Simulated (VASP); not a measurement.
Runs of VASP 6.6.1 on Ni. The structure is that of space group P6_3/mmc (No. 194), or close to it. The cells are those of the table. This isn't the form of Ni at room conditions, which is fcc.

| level | potentials or basis | spin | cell | cutoff (eV) | gap on the mesh (eV) | pressure (GPa) | moment (μB) |
| --- | --- | --- | --- | --- | --- | --- | --- |
| r2SCAN | VASP PAW PBE potentials, release 64 (Ni) | collinear, ferromagnetic start | a = 2.496, b = 2.496, c = 4.153 Å, angles 90.0, 90.0, 120.0°, 2 atoms | 520 | none | -10.8 | (b) |
| PBE | VASP PAW PBE potentials, release 64 (Ni) | collinear, ferrimagnetic start | a = 2.448, b = 2.448, c = 4.073 Å, angles 90.0, 90.0, 120.0°, 2 atoms | 520 | none | 7.3 | 1.27 |
| r2SCAN | VASP PAW PBE potentials, release 64 (Ni_sv_GW) | collinear, ferromagnetic start | a = 2.415, b = 2.415, c = 4.018 Å, angles 90.0, 90.0, 120.0°, 2 atoms | 650 | none | 5.5 | 1.45 |
| BLYP+D3(BJ) | VASP PAW PBE potentials, release 64 (Ni) | collinear, ferromagnetic start | a = 2.459, b = 2.459, c = 4.038 Å, angles 90.0, 90.0, 120.0°, 2 atoms | 600 | none | -0.2 | (a) |
| LDA | VASP PAW LDA potentials, release 64 (Ni) | collinear, ferromagnetic start | a = 2.415, b = 2.415, c = 4.018 Å, angles 90.0, 90.0, 120.0°, 2 atoms | 520 | none | -2.2 | 1.12 |

Alike in all rows: task single point; k mesh 12 × 12 × 7; smearing fermi-dirac 0.05 eV.

Problem. Estimate the missing entries.

Solution. (a) 1.21; (b) 1.47.

Caveats: the PAW data sets were made with another functional, which shifts forces and pressure a little (at least some runs); the cell stands under pressure (at least some runs); the cell stands under tension (at least some runs).

A gap of «none» marks levels without a gap at the run's occupations.

The runs don't all hold the same shells in valence.
